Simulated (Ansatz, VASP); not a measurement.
**Two plane-wave programs on ZrB**

Contents of INCAR:

```
SYSTEM = ZrB
PREC     = Accurate       ! precision mode
ENCUT    = 500            ! plane-wave cutoff, eV
EDIFF    = 1E-6           ! SCF threshold, eV
ISMEAR   = 0              ! smearing method
SIGMA    = 0.15           ! smearing width, eV
LREAL    = .FALSE.        ! projectors in reciprocal space
LASPH    = .TRUE.         ! aspherical terms in the spheres
NELM     = 120            ! most SCF steps
ALGO     = Normal         ! electronic algorithm
ISIF     = 2              ! what is computed and relaxed
LWAVE    = .FALSE.        ! write WAVECAR
LCHARG   = .FALSE.        ! write CHGCAR
GGA      = PS             ! functional
NBANDS   = 14             ! bands
GGA_COMPAT= .FALSE.
```

KPOINTS

```
Automatic mesh
0
G
  18 18 18
  0 0 0
```

POSCAR

```
ZrB
1.0
    0.0000000000      2.3250000000      2.3250000000
    2.3250000000      0.0000000000      2.3250000000
    2.3250000000      2.3250000000      0.0000000000
Zr B
1 1
Direct
   -0.0537634409      0.0537634409     -0.0537634409
    0.5000000000      0.5000000000      0.5000000000
```

Input for Ansatz:

```yaml
crystal:
  lattice:
    - [0.0, 2.325, 2.325]
    - [2.325, 0.0, 2.325]
    - [2.325, 2.325, 0.0]
  atoms:
    - { symbol: Zr, position: [-0.0537634409, 0.0537634409, -0.0537634409] }
    - { symbol: B, position: [0.5, 0.5, 0.5] }
basis:
  ecutwfc: 420
kpoints:
  mp_grid: { grid: [18, 18, 18] }
hamiltonian:
  xc: pbesol
scf:
  occupations: { method: gaussian, width: 0.15 }
output:
  forces: true
  stress: true
  eigenvalues: true
```

Change from the starting cell: all Zr atoms moved -0.250 Å, as atom 1 along Cartesian [0 1 0].

Alike in both runs: task single point; functional PBEsol; k mesh 18 × 18 × 18; occupations gaussian, width 0.15 eV; no spin polarisation.

|  | VASP | Ansatz |
| --- | --- | --- |
| version | VASP 6.6.1 | Ansatz 0.2.0 |
| potentials or method | VASP PAW PBE potentials, release 64 (Zr_sv, B), cutoff 500 eV | scalar-relativistic, plane waves, PAW |
| valence electrons in the cell | 15 | 15 |

Ansatz gave:

```
gap on the k mesh at the Fermi level (eV) : none
rms of the force components (eV/Å)        : 1.795
```

Question: Which values does VASP return?

Answer: gap on the k mesh at the Fermi level (eV): none; rms of the force components (eV/Å): 1.805.

VASP's potentials were made for PBE, not for PBEsol. Atom by atom the forces differ by 0.010 eV/Å (rms over components). A gap of «none» marks a metal or a gap that the smearing closes.
